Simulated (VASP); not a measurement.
# Hf3Br (P-6m2) in VASP: further runs, part 2 of 2

VASP 6.6.1. The steps go on from the part before.

## 4. Relaxation of cell and atoms, PBE

This run uses another cell than the first one, of 24.48 Å³/atom.

File INCAR:

```
ALGO = Normal
EDIFF = 1E-6
EDIFFG = -0.04
ENCUT = 600
GGA = PE
IBRION = 2
ISIF = 3
ISMEAR = 0
LASPH = T
LCHARG = F
LREAL = F
LWAVE = F
NELM = 100
NSW = 90
PREC = Accurate
SIGMA = 0.1
```

File KPOINTS:

```
k-points
0
Gamma
  6 6 2
```

File POSCAR:

```
Hf3Br
1.0
    3.3109151700      0.0000000000      0.0000000000
   -1.6554575900      2.8673366500      0.0000000000
    0.0000000000      0.0000000000     10.3140599100
Hf Br
3 1
Direct
    0.0000000000      0.0000000000      0.0000000000
    0.6666666700      0.3333333300      0.7616215300
    0.6666666700      0.3333333300      0.2383784700
    0.0000000000      0.0000000000      0.5000000000
```

On the command line:

```sh
$ cat potpaw_PBE.64/Hf_pv/POTCAR potpaw_PBE.64/Br/POTCAR > POTCAR
$ mpirun -np 1 vasp_std > vasp.out
```

Wall time 3.5 min (1 thread of Intel Xeon Platinum 8488C (Sapphire Rapids), shared host); peak memory 0.27 GiB.

The run converged. Its results:

| Property | Result |
| --- | --- |
| Free energy | -32.0330 eV |
| Relaxed volume | 21.74 Å³/atom |
| Relaxed cell | a = 3.275 Å, b = 3.275 Å, c = 9.366 Å, α = 90.00°, β = 90.00°, γ = 120.00° |
| Space group after relaxing (to 0.1 Å) | P-6m2 (No. 187) |
| Energy gained by relaxing | 143.0 meV/atom |
| Ionic steps | 10 |
| Pressure after relaxing | 0.0 GPa |
| Largest force after relaxing | 0.028 eV/Å |
| Band gap on the k mesh | zero (an odd number of electrons rules out a gap without spin polarisation) |

Forces on the atoms (eV/Å):
```
Hf   0.000  0.000  0.000
Hf   0.000  0.000  0.028
Hf   0.000  0.000 -0.028
Br   0.000  0.000  0.000
```

Stress tensor (GPa, compression positive):
```
 0.04  0.00  0.00
 0.00  0.04  0.00
 0.00  0.00 -0.05
```

Step by step:
```tsv
step	energy change (eV)	largest force (eV/Å)	pressure (GPa)	volume (Å³)
1	0.0000	0.6698	-5.52	97.92
2	-0.3066	1.4069	4.28	86.31
3	-0.3195	1.2721	2.37	88.03
4	-0.4726	0.7975	0.51	88.45
5	-0.4907	0.4966	-0.38	88.66
6	-0.5577	0.0849	-0.84	88.10
7	-0.5666	0.1143	-0.94	87.79
8	-0.5670	0.0161	1.37	85.81
9	-0.5711	0.0462	0.21	86.77
10	-0.5719	0.0278	0.01	86.98
```

Final structure:
```cif
data_structure
_symmetry_space_group_name_H-M 'P 1'
_symmetry_Int_Tables_number 1
_cell_length_a 3.2746
_cell_length_b 3.2746
_cell_length_c 9.3662
_cell_angle_alpha 90.000
_cell_angle_beta 90.000
_cell_angle_gamma 120.000
_cell_volume 86.98
loop_
_atom_site_label
_atom_site_type_symbol
_atom_site_fract_x
_atom_site_fract_y
_atom_site_fract_z
_atom_site_occupancy
Hf1 Hf 0.00000 0.00000 0.00000 1
Hf2 Hf 0.66667 0.33333 0.73818 1
Hf3 Hf 0.66667 0.33333 0.26182 1
Br1 Br 0.00000 0.00000 0.50000 1
```

Levels at points of the mesh, in eV from the Fermi level:
| k point | band 14 | band 15 | band 16 | band 17 | band 18 | band 19 | band 20 | band 21 | band 22 |
| --- | --- | --- | --- | --- | --- | --- | --- | --- | --- |
| (0.00, 0.00, 0.00) | -3.39 | -3.39 | -3.05 | 0.44 | 0.73 | 0.73 | 1.14 | 1.14 | 1.40 |
| (0.50, 0.00, 0.00) | -3.00 | -2.79 | -2.56 | -1.55 | -1.14 | 0.37 | 0.83 | 0.92 | 1.58 |
| (0.00, 0.00, 0.50) | -3.38 | -3.38 | -2.77 | 0.16 | 0.81 | 0.81 | 0.92 | 0.92 | 1.42 |
| (0.50, 0.00, 0.50) | -3.33 | -2.70 | -2.41 | -1.57 | -1.03 | 0.63 | 1.26 | 1.34 | 1.39 |

Caveat: the k points lie up to 0.37 Å⁻¹ apart in the final cell, too coarse for converged energies and pressures of a metal; spin-orbit coupling is left out, which moves the levels of the heavy elements; an odd number of electrons without spin polarisation forces a metal; a magnetic or distorted state may lie lower.

## 5. Single point, PBE

This run uses another cell than the first one, of 21.91 Å³/atom.

File INCAR:

```
  PREC = Accurate
  ENCUT = 520
  EDIFF = 1E-6
  ISMEAR = 0
  SIGMA = 0.1
  LREAL = False
  LASPH = True
  NELM = 80
  ALGO = Normal
  ISIF = 2
  LWAVE = False
  LCHARG = True
  GGA = PE
  LELF = True
  LVHAR = True
  NBANDS = 26
```

File KPOINTS:

```
regular mesh
0
Gamma
  18 18 6
```

File POSCAR:

```
Hf3Br
1.0
    3.2865602417      0.0000000000      0.0000000000
   -1.6432801208      2.8462446603      0.0000000000
    0.0000000000      0.0000000000      9.3676334782
Hf Br
3 1
Direct
    0.0000000000      0.0000000000      0.0000000000
    0.6666666667      0.3333333333      0.7388081725
    0.6666666667      0.3333333333      0.2611918275
    0.0000000000      0.0000000000      0.5000000000
```

Potentials or basis: VASP PAW PBE potentials, release 64 (Hf_pv, Br).

On the command line:

```sh
$ cat potpaw_PBE.64/Hf_pv/POTCAR potpaw_PBE.64/Br/POTCAR > POTCAR
$ mpirun -np 1 vasp_std > vasp.out
```

OUTCAR:

```text
PREC = Accurate
   ENCUT = 520
   EDIFF = 1E-6
   ISMEAR = 0
   LREAL = False
   LASPH = True
   NELM = 80
   ISIF = 2
   GGA = PE

 ion  position               nearest neighbor table
   1  0.000  0.000  0.000-   2 3.10   3 3.10   2 3.10   3 3.10   2 3.10   3 3.10
   2  0.667  0.333  0.739-   4 2.93   4 2.93   4 2.93   1 3.10   1 3.10   1 3.10
   3  0.667  0.333  0.261-   4 2.93   4 2.93   4 2.93   1 3.10   1 3.10   1 3.10
   4  0.000  0.000  0.500-   2 2.93   3 2.93   2 2.93   3 2.93   2 2.93   3 2.93

  LATTYP: Found a hexagonal cell.
 ALAT       =     3.2865602417
 C/A-ratio  =     2.8502850364

  Lattice vectors:

 A1 = (   3.2865602417,   0.0000000000,   0.0000000000)
 A2 = (  -1.6432801208,   2.8462446603,   0.0000000000)
 A3 = (   0.0000000000,   0.0000000000,   9.3676334782)

Analysis of symmetry for initial positions (statically):
=====================================================================
 Subroutine PRICEL returns:
 Original cell was already a primitive cell.

 Routine SETGRP: Setting up the symmetry group for a
 hexagonal supercell.

 Subroutine GETGRP returns: Found 12 space group operations
 (whereof 12 operations were pure point group operations)
 out of a pool of 24 trial point group operations.

The static configuration has the point symmetry D_3h.

Analysis of symmetry for dynamics (positions and initial velocities):
=====================================================================
 Subroutine PRICEL returns:
 Original cell was already a primitive cell.

 Routine SETGRP: Setting up the symmetry group for a
 hexagonal supercell.

 Subroutine GETGRP returns: Found 12 space group operations
 (whereof 12 operations were pure point group operations)
 out of a pool of 24 trial point group operations.

The dynamic configuration has the point symmetry D_3h.
[... 118 lines left out ...]
   ISMEAR =     0;   SIGMA  =   0.10  broadening in eV -4-tet -1-fermi 0-gaus
   EFERMI_NEDOS =   21; number of points for ismear=-14 and -15
   IALGO  =     38    algorithm
   IMIX   =      4    mixing-type and parameters
     AMIX     =   0.40;   BMIX     =  1.00
     AMIX_MAG =   1.60;   BMIX_MAG =  1.00
  volume/ion in A,a.u.               =      21.91       147.84
  Fermi-wavevector in a.u.,A,eV,Ry     =   1.228177  2.320917 20.523271  1.508418
  Thomas-Fermi vector in A             =   2.363112
   LORBIT       =      0    0 simple, 1 ext, 2 COOP (PROOUT), +10 PAW based schemes
   GGA     = PE    functional components
   LHFCALC =     F    Hartree Fock is set to
   AEXX    =    0.0000 exact exchange contribution
   IVDW    =     0    specifies the selected vdW correction
   LEPSILON=     F    determine dielectric tensor
   LRPA    =     F    only Hartree local field effects (RPA)
 non-spin polarized calculation
 Gauss-broadening in eV      SIGMA  =   0.10
  energy-cutoff  :      520.00
  volume of cell :       87.63
 maximum number of plane-waves:      2400
   NGX = 13   NGY = 13   NGZ = 35

 number of electron      36.9999991 magnetization

 Free energy of the ion-electron system (eV)
  ---------------------------------------------------
  ext. energy  EPLUGINS =         0.00000000
  ---------------------------------------------------
  free energy    TOTEN  =       -32.06028495 eV

  energy without entropy =      -32.03693197  energy(sigma->0) =      -32.04860846

 E-fermi :   5.7127     XC(G=0): -11.0893

 val. band max:        5.7068685091   @ k =   0.3333   0.1667   0.5000
 cond. band min:       5.7159973480   @ k =   0.2778   0.1667   0.0000
 fundamental gap:      0.0091288390
 Fermi energy:         5.7127464308

 k-point     1 :       0.0000    0.0000    0.0000
  band No.  band energies     occupation
      1     -25.6681      2.00000
      2     -25.5790      2.00000
      3     -25.1346      2.00000
      4     -25.1346      2.00000
      5     -25.1288      2.00000
      6     -25.1288      2.00000
[... 685 lines left out ...]
     25       9.5062      0.00000
     26       9.8404      0.00000

 [... further k-points ...]

------------------------ aborting loop because EDIFF is reached ----------------------------------------

  FORCE on cell =-STRESS in cart. coord.  units (eV):
  Direction    XX          YY          ZZ          XY          YZ          ZX
  --------------------------------------------------------------------------------------
  -------------------------------------------------------------------------------------
  Total       -0.2374028     -0.2374028     -0.3346708     -0.0000000      0.0000000      0.0000000
  in kB       -4.3406289     -4.3406289     -6.1190602     -0.0000000      0.0000000      0.0000000
  external PRESSURE =      -4.9334394 kB  Pullay stress =       0.0000000 kB

 VOLUME and BASIS-vectors are now :
 -----------------------------------------------------------------------------
  energy-cutoff  :      520.00
  volume of cell :       87.63
      direct lattice vectors                 reciprocal lattice vectors
     3.286560242  0.000000000  0.000000000     0.304269487  0.175670070  0.000000000
    -1.643280121  2.846244660  0.000000000     0.000000000  0.351340141  0.000000000
     0.000000000  0.000000000  9.367633478     0.000000000  0.000000000  0.106750547

 POSITION                                       TOTAL-FORCE (eV/Angst)
 -----------------------------------------------------------------------------------
      0.00000      0.00000      0.00000        -0.000000      0.000000      0.000000
      1.64328      0.94875      6.92088        -0.000000     -0.000000      0.007080
      1.64328      0.94875      2.44675        -0.000000     -0.000000     -0.007080
      0.00000      0.00000      4.68382         0.000000      0.000000      0.000000
 -----------------------------------------------------------------------------------
    total drift:                               -0.000000      0.000000      0.000000

  FREE ENERGIE OF THE ION-ELECTRON SYSTEM (eV)
  ---------------------------------------------------
  free  energy   TOTEN  =       -32.0602849531 eV

  energy  without entropy=      -32.0369319729  energy(sigma->0) =      -32.04860846
```

stdout:

```text
POSCAR found type information on POSCAR HfBr
 POSCAR found :  2 types and       4 ions
 scaLAPACK will be used
 LDA part: xc-table for (Slater+PW92), standard interpolation
 POSCAR, INCAR and KPOINTS ok, starting setup
 FFT: planning ... GRIDC
 FFT: planning ... GRID_SOFT
 FFT: planning ... GRID
 WAVECAR not read
 entering main loop
```

Run time: 3.2 min. Hardware: 1 thread of Intel Xeon Platinum 8488C (Sapphire Rapids), shared host; peak memory 0.41 GiB.

Results:

| Item | Value |
| --- | --- |
| Free energy | -32.0603 eV |
| Pressure | -0.5 GPa |
| Largest force | 0.007 eV/Å |
| Band gap on the k mesh | zero (an odd number of electrons rules out a gap without spin polarisation) |

Forces in eV/Å, atoms in the order of the input:
```
Hf   0.000  0.000  0.000
Hf   0.000  0.000  0.007
Hf   0.000  0.000 -0.007
Br   0.000  0.000  0.000
```

Stress tensor (GPa, compression positive):
```
-0.43  0.00  0.00
 0.00 -0.43  0.00
 0.00  0.00 -0.61
```

Levels at points of the mesh, in eV from the Fermi level:
| k point | band 14 | band 15 | band 16 | band 17 | band 18 | band 19 | band 20 | band 21 | band 22 | band 23 |
| --- | --- | --- | --- | --- | --- | --- | --- | --- | --- | --- |
| (0.00, 0.00, 0.00) | -3.40 | -3.40 | -3.06 | 0.42 | 0.69 | 0.69 | 1.08 | 1.08 | 1.15 | 1.36 |
| (0.50, 0.00, 0.00) | -3.04 | -2.80 | -2.56 | -1.56 | -1.20 | 0.34 | 0.76 | 0.90 | 1.54 | 2.03 |
| (0.00, 0.00, 0.50) | -3.40 | -3.40 | -2.78 | 0.14 | 0.76 | 0.76 | 0.87 | 0.87 | 1.36 | 1.36 |
| (0.50, 0.00, 0.50) | -3.36 | -2.72 | -2.42 | -1.58 | -1.10 | 0.60 | 1.18 | 1.31 | 1.35 | 1.53 |

Caveat: spin-orbit coupling is left out, which moves the levels of the heavy elements; an odd number of electrons without spin polarisation forces a metal; a magnetic or distorted state may lie lower.

## 6. Summary

| task | cell | k mesh | cutoff (eV) | gap on the mesh (eV) | pressure (GPa) | largest force (eV/Å) |
| --- | --- | --- | --- | --- | --- | --- |
| single point | a = 3.279, b = 3.279, c = 9.386 Å, angles 90.0, 90.0, 120.0°, 4 atoms, atomic positions A | 6 × 6 × 2 | 520 | none | -0.4 | 0.01 |
| single point | a = 3.311, b = 3.311, c = 10.314 Å, angles 90.0, 90.0, 120.0°, 4 atoms, atomic positions B | 6 × 6 × 2 | 520 | none | -5.5 | 0.67 |
| relaxation of cell and atoms | relaxed from a = 3.311, b = 3.311, c = 10.314 Å, angles 90.0, 90.0, 120.0°, 4 atoms, atomic positions B | 6 × 6 × 2 | 600 | none | 0.0 | 0.03 |
| single point | a = 3.287, b = 3.287, c = 9.368 Å, angles 90.0, 90.0, 120.0°, 4 atoms, atomic positions A | 18 × 18 × 6 | 520 | none | -0.5 | 0.01 |

Alike in all rows: level PBE; potentials or basis VASP PAW PBE potentials, release 64 (Hf_pv, Br); no spin polarisation; smearing gaussian 0.1 eV.

Caveats: some runs use coarse meshes; spin-orbit coupling is left out, which moves the levels of the heavy elements; an odd number of electrons without spin polarisation forces a metal; a magnetic or distorted state may lie lower.

Absolute energies hang on the potentials; compare differences alone.
